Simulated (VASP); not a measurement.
# Sb3S2 (P4/mmm) in VASP: a series of runs

Runs on Sb3S2. Level: PBE. Tasks: single point.

All numbers are computed with VASP 6.6.1; they aren't measurements. Logs are shortened: lines on timing, memory, paths and dates and some standing lists are left out, and cuts for length are marked.

### Step 1. The cell of the first run

Symmetry: P4/mmm, No. 123, tetragonal system. Conventional cell: a = 5.252 Å, b = 5.252 Å, c = 5.178 Å, α = 90.00°, β = 90.00°, γ = 90.00°. Within 3.5 Å of Sb (site symmetry mmm) lie 2 Sb at 2.63 Å and 4 S at 2.97 Å. Sb (site symmetry 4/mmm) has 4 Sb at 2.63 Å within 3.5 Å. Within 3.2 Å of S (site symmetry 4mm) lie 2 S at 2.41 to 2.77 Å and 4 Sb at 2.97 Å.

The cell was built from a structure type or drawn by symmetry, and may not be a known phase.

### Step 2. Single point, PBE

INCAR

```
PREC = Accurate
ENCUT = 520
EDIFF = 1E-7
ISMEAR = 0
SIGMA = 0.1
LREAL = F
LASPH = T
NELM = 80
ALGO = Normal
ISIF = 2
LWAVE = F
LCHARG = F
GGA = PE
NBANDS = 22
```

KPOINTS

```
regular mesh
0
Gamma
  4 4 4
```

POSCAR

```
Sb3S2
1.0
    5.2522495700      0.0000000000      0.0000000000
    0.0000000000      5.2522495700      0.0000000000
    0.0000000000      0.0000000000      5.1782972100
Sb S
3 2
Direct
    0.5000000000      0.0000000000      0.5000000000
    0.0000000000      0.5000000000      0.5000000000
    0.0000000000      0.0000000000      0.5000000000
    0.5000000000      0.5000000000      0.2328696800
    0.5000000000      0.5000000000      0.7671303200
```

Potentials or basis: VASP PAW PBE potentials, release 64 (Sb, S).

Command:

```sh
$ cat potpaw_PBE.64/Sb/POTCAR potpaw_PBE.64/S/POTCAR > POTCAR
$ mpirun -np 1 vasp_std > vasp.out
```

OUTCAR:

```text
PREC = Accurate
   ENCUT = 520
   EDIFF = 1E-7
   ISMEAR = 0
   LREAL = F
   LASPH = T
   NELM = 80
   ISIF = 2
   GGA = PE

 ion  position               nearest neighbor table
   1  0.500  0.000  0.500-   3 2.63   3 2.63   5 2.97   4 2.97   5 2.97   4 2.97   2 3.71   2 3.71
                             2 3.71   2 3.71
   2  0.000  0.500  0.500-   3 2.63   3 2.63   5 2.97   4 2.97   4 2.97   5 2.97   1 3.71   1 3.71
                             1 3.71   1 3.71
   3  0.000  0.000  0.500-   1 2.63   2 2.63   2 2.63   1 2.63
   4  0.500  0.500  0.233-   5 2.41   5 2.77   2 2.97   1 2.97   1 2.97   2 2.97
   5  0.500  0.500  0.767-   4 2.41   4 2.77   1 2.97   2 2.97   1 2.97   2 2.97

  LATTYP: Found a simple tetragonal cell.
 ALAT       =     5.2522495700
 C/A-ratio  =     0.9859198694

  Lattice vectors:

 A1 = (   5.2522495700,   0.0000000000,   0.0000000000)
 A2 = (   0.0000000000,   5.2522495700,   0.0000000000)
 A3 = (   0.0000000000,   0.0000000000,   5.1782972100)

Analysis of symmetry for initial positions (statically):
=====================================================================
 Subroutine PRICEL returns:
 Original cell was already a primitive cell.

 Routine SETGRP: Setting up the symmetry group for a
 simple tetragonal supercell.

 Subroutine GETGRP returns: Found 16 space group operations
 (whereof 16 operations were pure point group operations)
 out of a pool of 16 trial point group operations.

The static configuration has the point symmetry D_4h.

Analysis of symmetry for dynamics (positions and initial velocities):
=====================================================================
 Subroutine PRICEL returns:
 Original cell was already a primitive cell.

 Routine SETGRP: Setting up the symmetry group for a
 simple tetragonal supercell.

 Subroutine GETGRP returns: Found 16 space group operations
 (whereof 16 operations were pure point group operations)
 out of a pool of 16 trial point group operations.

The dynamic configuration has the point symmetry D_4h.

 Subroutine INISYM returns: Found 16 space group operations
 (whereof 16 operations are pure point group operations),
 and found     1 'primitive' translations

----------------------------------------------------------------------------------------

                                     Primitive cell

  volume of cell :     142.8492

  direct lattice vectors                    reciprocal lattice vectors
     5.252249570  0.000000000  0.000000000     0.190394608  0.000000000  0.000000000
     0.000000000  5.252249570  0.000000000     0.000000000  0.190394608  0.000000000
     0.000000000  0.000000000  5.178297210     0.000000000  0.000000000  0.193113674

  length of vectors
     5.252249570  5.252249570  5.178297210     0.190394608  0.190394608  0.193113674

  position of ions in fractional coordinates (direct lattice)
     0.500000000  0.000000000  0.500000000
     0.000000000  0.500000000  0.500000000
     0.000000000  0.000000000  0.500000000
     0.500000000  0.500000000  0.232869680
     0.500000000  0.500000000  0.767130320

  ion indices of the primitive-cell ions
   primitive index   ion index
                 1           1
                 2           2
                 3           3
                 4           4
                 5           5

----------------------------------------------------------------------------------------

 KPOINTS: regular mesh

Automatic generation of k-mesh.
 Grid dimensions read from file:
 generate k-points for:    4    4    4

 Generating k-lattice:

  Cartesian coordinates                     Fractional coordinates (reciprocal lattice)
     0.047598652  0.000000000  0.000000000     0.250000000  0.000000000  0.000000000
     0.000000000  0.047598652  0.000000000     0.000000000  0.250000000  0.000000000
     0.000000000  0.000000000  0.048278419     0.000000000  0.000000000  0.250000000

  Length of vectors
     0.047598652  0.047598652  0.048278419

  Shift w.r.t. Gamma in fractional coordinates (k-lattice)
     0.000000000  0.000000000  0.000000000

 Subroutine IBZKPT returns following result:
 ===========================================

 Found     18 irreducible k-points:

 Following reciprocal coordinates:
            Coordinates               Weight
  0.000000  0.000000  0.000000      1.000000
  0.250000  0.000000  0.000000      4.000000
  0.500000  0.000000  0.000000      2.000000
  0.250000  0.250000  0.000000      4.000000
  0.500000  0.250000  0.000000      4.000000
  0.500000  0.500000  0.000000      1.000000
[... 10 lines left out ...]
  0.500000  0.250000  0.500000      4.000000
  0.500000  0.500000  0.500000      1.000000
   k-points           NKPTS =     18   k-points in BZ     NKDIM =     18   number of bands    NBANDS=     22
   number of dos      NEDOS =    301   number of ions     NIONS =      5
   total plane-waves  NPLWV =  64000
   dimension x,y,z NGX =    40 NGY =   40 NGZ =   40
   dimension x,y,z NGXF=    80 NGYF=   80 NGZF=   80
   ions per type =               3   2
   NGX,Y,Z   is equivalent  to a cutoff of  12.66, 12.66, 12.84 a.u.
   NGXF,Y,Z  is equivalent  to a cutoff of  25.32, 25.32, 25.68 a.u.
 SYSTEM =  unknown system
   PREC   = accura    normal or accurate (medium, high low for compatibility)
   ISTART =      0    job   : 0-new  1-cont  2-samecut
   ICHARG =      2    charge: 1-file 2-atom 10-const
   ISPIN  =      1    spin polarized calculation?
   LNONCOLLINEAR =      F non collinear calculations
   LSORBIT =      F    spin-orbit coupling
   LASPH  =      T    aspherical Exc in radial PAW
   ENCUT  =  520.0 eV  38.22 Ry    6.18 a.u.   9.77  9.77  9.63*2*pi/ulx,y,z
   NELM   =     80;   NELMIN=  2; NELMDL= -5     # of ELM steps
   EDIFF  = 0.1E-06   stopping-criterion for ELM
   LREAL  =      F    real-space projection
   EDIFFG = 0.1E-05   stopping-criterion for IOM
   NSW    =      0    number of steps for IOM
   IBRION =     -1    ionic relax: 0-MD 1-quasi-New 2-CG
   NFREE  =      0    steps in history (QN), initial steepest desc. (CG)
   ISIF   =      2    stress and relaxation
   ISYM   =      2    0-nonsym 1-usesym 2-fastsym
   POTIM  = 0.5000    time-step for ionic-motion
   TEBEG  =    0.0;   TEEND  =   0.0 temperature during run
   PSTRESS=    0.0 pullay stress
   NELECT =      27.0000    total number of electrons
   NUPDOWN=      -1.0000    fix difference up-down
   EMIN   =  10.00;   EMAX   =-10.00  energy-range for DOS
   EFERMI =   0.00;   METHOD = LEGACY
   ISMEAR =     0;   SIGMA  =   0.10  broadening in eV -4-tet -1-fermi 0-gaus
   EFERMI_NEDOS =   21; number of points for ismear=-14 and -15
   IALGO  =     38    algorithm
   IMIX   =      4    mixing-type and parameters
     AMIX     =   0.40;   BMIX     =  1.00
     AMIX_MAG =   1.60;   BMIX_MAG =  1.00
  volume/ion in A,a.u.               =      28.57       192.80
  Fermi-wavevector in a.u.,A,eV,Ry     =   0.939515  1.775425 12.009695  0.882688
  Thomas-Fermi vector in A             =   2.066834
   LORBIT       =      0    0 simple, 1 ext, 2 COOP (PROOUT), +10 PAW based schemes
   GGA     = PE    functional components
   LHFCALC =     F    Hartree Fock is set to
   AEXX    =    0.0000 exact exchange contribution
   IVDW    =     0    specifies the selected vdW correction
   LEPSILON=     F    determine dielectric tensor
   LRPA    =     F    only Hartree local field effects (RPA)
 non-spin polarized calculation
 Gauss-broadening in eV      SIGMA  =   0.10
  energy-cutoff  :      520.00
  volume of cell :      142.85
 maximum number of plane-waves:      3888
 NGX is ok and might be reduce to    40
   NGX = 19   NGY = 19   NGZ = 19

 number of electron      27.0000005 magnetization

 Free energy of the ion-electron system (eV)
  ---------------------------------------------------
  ext. energy  EPLUGINS =         0.00000000
  ---------------------------------------------------
  free energy    TOTEN  =       -17.41844203 eV

  energy without entropy =      -17.40874946  energy(sigma->0) =      -17.41359575

 E-fermi :   5.5507     XC(G=0):  -8.8315

 val. band max:        5.5139006718   @ k =   0.5000   0.2500   0.5000
 cond. band min:       5.7271373426   @ k =   0.2500   0.2500   0.5000
 fundamental gap:      0.2132366708
 Fermi energy:         5.5506888251

 k-point     1 :       0.0000    0.0000    0.0000
  band No.  band energies     occupation
      1      -9.3948      2.00000
      2      -6.4727      2.00000
      3      -5.8310      2.00000
      4      -3.1838      2.00000
      5      -1.0914      2.00000
      6      -1.0251      2.00000
[... 14 lines left out ...]
     21      11.7443      0.00000
     22      12.1301      0.00000

 k-point     2 :       0.2500    0.0000    0.0000
  band No.  band energies     occupation
      1      -9.2534      2.00000
      2      -6.5527      2.00000
      3      -5.7980      2.00000
      4      -4.0315      2.00000
      5      -1.5319      2.00000
      6      -0.7224      2.00000
[... 14 lines left out ...]
     21      10.9861      0.00000
     22      11.4755      0.00000

 k-point     3 :       0.5000    0.0000    0.0000
  band No.  band energies     occupation
      1      -9.0833      2.00000
      2      -6.7063      2.00000
      3      -5.7641      2.00000
      4      -4.4914      2.00000
      5      -1.6871      2.00000
      6      -0.5989      2.00000
[... 14 lines left out ...]
     21      10.5198      0.00000
     22      11.0679      0.00000
[... 326 lines left out ...]
 k-point    17 :       0.5000    0.2500    0.5000
  band No.  band energies     occupation
      1      -7.9836      2.00000
      2      -7.7676      2.00000
      3      -6.3036      2.00000
      4      -4.5107      2.00000
      5      -3.4514      2.00000
      6       0.8985      2.00000
[... 14 lines left out ...]
     21      11.7413      0.00000
     22      12.3176      0.00000

 k-point    18 :       0.5000    0.5000    0.5000
  band No.  band energies     occupation
      1      -7.9647      2.00000
      2      -7.5680      2.00000
      3      -5.4057      2.00000
      4      -5.0625      2.00000
      5      -5.0625      2.00000
      6       1.1043      2.00000
[... 14 lines left out ...]
     21      12.1002      0.00000
     22      12.9389      0.00000

------------------------ aborting loop because EDIFF is reached ----------------------------------------

  FORCE on cell =-STRESS in cart. coord.  units (eV):
  Direction    XX          YY          ZZ          XY          YZ          ZX
  --------------------------------------------------------------------------------------
  -------------------------------------------------------------------------------------
  Total       15.4300884     15.4300884     -1.8195746      0.0000000      0.0000000     -0.0000000
  in kB      173.0618391    173.0618391    -20.4081087      0.0000000      0.0000000     -0.0000000
  external PRESSURE =     108.5718565 kB  Pullay stress =       0.0000000 kB

 VOLUME and BASIS-vectors are now :
 -----------------------------------------------------------------------------
  energy-cutoff  :      520.00
  volume of cell :      142.85
      direct lattice vectors                 reciprocal lattice vectors
     5.252249570  0.000000000  0.000000000     0.190394608  0.000000000  0.000000000
     0.000000000  5.252249570  0.000000000     0.000000000  0.190394608  0.000000000
     0.000000000  0.000000000  5.178297210     0.000000000  0.000000000  0.193113674

 POSITION                                       TOTAL-FORCE (eV/Angst)
 -----------------------------------------------------------------------------------
      2.62612      0.00000      2.58915         0.000000      0.000000      0.000000
      0.00000      2.62612      2.58915         0.000000      0.000000      0.000000
      0.00000      0.00000      2.58915         0.000000      0.000000      0.000000
      2.62612      2.62612      1.20587         0.000000      0.000000      0.136121
      2.62612      2.62612      3.97243        -0.000000     -0.000000     -0.136121
 -----------------------------------------------------------------------------------
    total drift:                                0.000000     -0.000000     -0.000000

  FREE ENERGIE OF THE ION-ELECTRON SYSTEM (eV)
  ---------------------------------------------------
  free  energy   TOTEN  =       -17.4184420303 eV

  energy  without entropy=      -17.4087494631  energy(sigma->0) =      -17.41359575
```

It took 46 s on 1 thread of Intel Xeon 8259CL, shared host; peak memory 0.25 GiB.

Results:

- Free energy: -17.4184 eV
- Pressure: 10.9 GPa
- Largest force: 0.136 eV/Å
- Band gap on the k mesh: zero (an odd number of electrons rules out a gap without spin polarisation)

Forces in eV/Å, atoms in the order of the input:
```
Sb   0.000  0.000  0.000
Sb   0.000  0.000  0.000
Sb   0.000  0.000  0.000
S    0.000  0.000  0.136
S    0.000  0.000 -0.136
```

Levels at points of the mesh, in eV from the Fermi level:
| k point | band 10 | band 11 | band 12 | band 13 | band 14 | band 15 | band 16 | band 17 | band 18 | band 19 |
| --- | --- | --- | --- | --- | --- | --- | --- | --- | --- | --- |
| (0.00, 0.00, 0.00) | -3.80 | -2.70 | -1.80 | -1.80 | -0.25 | 1.77 | 1.77 | 2.73 | 3.01 | 3.27 |
| (0.50, 0.00, 0.00) | -2.70 | -1.77 | -0.63 | -0.47 | -0.30 | 1.35 | 1.77 | 2.82 | 3.11 | 3.35 |
| (0.50, 0.50, 0.00) | -2.86 | -1.08 | -0.10 | 0.24 | 0.89 | 1.81 | 1.81 | 1.92 | 1.92 | 2.65 |
| (0.00, 0.00, 0.50) | -3.32 | -3.29 | -3.29 | -2.54 | -1.16 | -0.89 | 2.47 | 3.38 | 3.38 | 3.52 |
| (0.50, 0.00, 0.50) | -3.11 | -1.99 | -1.59 | -1.17 | -1.15 | -0.07 | 2.08 | 2.52 | 2.98 | 3.60 |
| (0.50, 0.50, 0.50) | -1.81 | -1.66 | -1.66 | 0.27 | 0.72 | 1.00 | 1.03 | 1.03 | 1.99 | 1.99 |

Caveat: the cell stands under pressure; spin-orbit coupling is left out, which moves the levels of the heavy elements.

### Step 3. Single point, PBE

This run uses another cell than the first one, of 31.64 Å³/atom.

INCAR

```
PREC = Accurate
ENCUT = 520
EDIFF = 1E-6
ISMEAR = 0
SIGMA = 0.1
LREAL = F
LASPH = T
NELM = 100
ALGO = Normal
ISIF = 2
LWAVE = F
LCHARG = F
GGA = PE
NBANDS = 22
```

KPOINTS

```
Automatic mesh
0
Gamma
  4 4 4
```

POSCAR

```
Sb3S2
1.0
    5.6590480746      0.0000000000      0.0000000000
    0.0000000000      5.6590480746      0.0000000000
    0.0000000000      0.0000000000      4.9399778568
Sb S
3 2
Direct
    0.5000000000      0.0000000000      0.5000000000
    0.0000000000      0.5000000000      0.5000000000
    0.0000000000      0.0000000000      0.5000000000
    0.5000000000      0.5000000000      0.2569362620
    0.5000000000      0.5000000000      0.7430637380
```

Potentials or basis: VASP PAW PBE potentials, release 64 (Sb, S).

Command:

```sh
$ cat potpaw_PBE.64/Sb/POTCAR potpaw_PBE.64/S/POTCAR > POTCAR
$ mpirun -np 1 vasp_std > vasp.out
```

Wall time 73 s (1 thread of Intel Xeon 8259CL, shared host); peak memory 0.26 GiB.

It converged, with:

```yaml
Free_energy: -18.6532 eV
Pressure: -0.1 GPa
Largest_force: 0.049 eV/Å
Band_gap_on_the_k_mesh: zero (an odd number of electrons rules out a gap without spin polarisation)
```

Forces on the atoms (eV/Å):
```
Sb   0.000  0.000  0.000
Sb   0.000  0.000  0.000
Sb   0.000  0.000  0.000
S    0.000  0.000  0.049
S    0.000  0.000 -0.049
```

Levels at points of the mesh, in eV from the Fermi level:
```tsv
k point	band 11	band 12	band 13	band 14	band 15	band 16
(0.00, 0.00, 0.00)	-1.82	-0.99	-0.99	0.09	2.38	2.38
(0.50, 0.00, 0.00)	-0.97	-0.78	-0.21	0.09	1.30	2.14
(0.50, 0.50, 0.00)	-0.65	-0.39	-0.07	0.41	0.99	0.99
(0.00, 0.00, 0.50)	-2.39	-2.39	-1.57	-0.81	-0.80	1.73
(0.50, 0.00, 0.50)	-1.74	-1.39	-0.91	-0.62	-0.59	1.57
(0.50, 0.50, 0.50)	-1.42	-0.80	-0.33	0.00	0.54	0.85
```

Caveat: spin-orbit coupling is left out, which moves the levels of the heavy elements.
